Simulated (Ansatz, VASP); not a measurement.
## Fe: VASP beside Ansatz

The input INCAR:

```
SYSTEM = Fe
PREC = Accurate
ENCUT = 520
EDIFF = 1E-8
ISMEAR = -1
SIGMA = 0.03
LREAL = .FALSE.
LASPH = .TRUE.
NELM = 150
ALGO = Normal
ISIF = 2
LWAVE = .FALSE.
LCHARG = .FALSE.
ISPIN = 2
MAGMOM = 3
LORBIT = 11
LMAXMIX = 4
GGA = PE
LEFG = .TRUE.
NBANDS = 14
```

KPOINTS

```
Automatic mesh
0
G
  18 18 18
  0 0 0
```

The input POSCAR:

```
Fe
1.0
    2.3199158621      0.0000000000      0.0000000000
    0.0000000000      2.3199158621      0.0000000000
    0.0000000000      0.0000000000      2.3199158621
Fe
1
Direct
    0.0000000000      0.0000000000      0.0000000000
```

Input for Ansatz:

```yaml
crystal:
  lattice:
    - [2.3199158621, 0.0, 0.0]
    - [0.0, 2.3199158621, 0.0]
    - [0.0, 0.0, 2.3199158621]
  atoms:
    - { symbol: Fe, position: [0.0, 0.0, 0.0], spin: 3.0 }
magnetization:
  spin_polarized: true
kpoints:
  mp_grid: { grid: [18, 18, 18] }
scf:
  occupations: { method: fermi_dirac, width: 0.03 }
hamiltonian:
  xc: pbe
  pseudopotentials: { kind: all_electron, datasets: crystal }
output:
  forces: true
  stress: true
  eigenvalues: true
  efg: { contact_densities: true }
```

Change from the starting cell: volume scaled by 0.9405, crystal datasets.

Alike in both runs: task electric field gradients; functional PBE; k mesh 18 × 18 × 18; occupations fermi-dirac, width 0.03 eV; collinear spin.

|  | VASP | Ansatz |
| --- | --- | --- |
| version | VASP 6.6.1 | Ansatz 0.2.0 |
| potentials or method | VASP PAW PBE potentials, release 64 (Fe), cutoff 520 eV | all-electron PAW with datasets made for the crystal, scalar-relativistic |

Ansatz gave:

```
pressure (GPa)                                                : 10.1
net moment per atom (μB)                                      : 2.30
size of the moment on the site where the two differ most (μB) : 2.27
```

**Question.** What did VASP give for the same quantities?

**Answer.** Pressure (GPa): 9.4; net moment per atom (μB): 2.31; size of the moment on the site where the two differ most (μB): 2.29.

Site moments also hang on the region over which each program counts them. Ansatz ran all-electron here, and VASP with PAW potentials.
